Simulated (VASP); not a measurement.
Pd, 1 atom in the cell. The structure is orthorhombic, space group Immm (No. 71). Conventional cell: a = 2.699 Å, b = 2.802 Å, c = 3.890 Å, α = 90.00°, β = 90.00°, γ = 90.00°. Within 3.6 Å of Pd (site symmetry mmm) lie 12 Pd at 2.70 to 2.80 Å.  This cell differs from its parent crystal: strain +0.0375 x Voigt [0, 0, 0, 0, 1, 0].

| Item | Value |
| --- | --- |
| Program | VASP 6.6.1 |
| Task | single point |
| Functional | PBE |
| Potentials or basis | VASP PAW PBE potentials, release 64 (Pd) |
| Cutoff | 520 eV |
| k mesh | 20 × 20 × 20 |
| Occupations | gaussian, width 0.15 eV |
| Spin | no spin polarisation |
| Dipole correction | no |
| Further INCAR settings | ALGO = Fast; EDIFF = 1e-06; NBANDS = 11 |

Potentials or basis: VASP PAW PBE potentials, release 64 (Pd).

The run is started by

```console
$ cat potpaw_PBE.64/Pd/POTCAR > POTCAR
$ mpirun -np 1 vasp_std > vasp.out
```

Hardware: 1 thread of AMD EPYC 9R45 96-Core Processor (Zen 5), on a shared host.

Q: How long does it take, and how much memory?

A: Run time: 100 s on 1 thread of AMD EPYC 9R45 96-Core Processor (Zen 5), with other jobs on the host, peak memory 0.26 GiB. Counts: scf iterations 12, k points 1166.
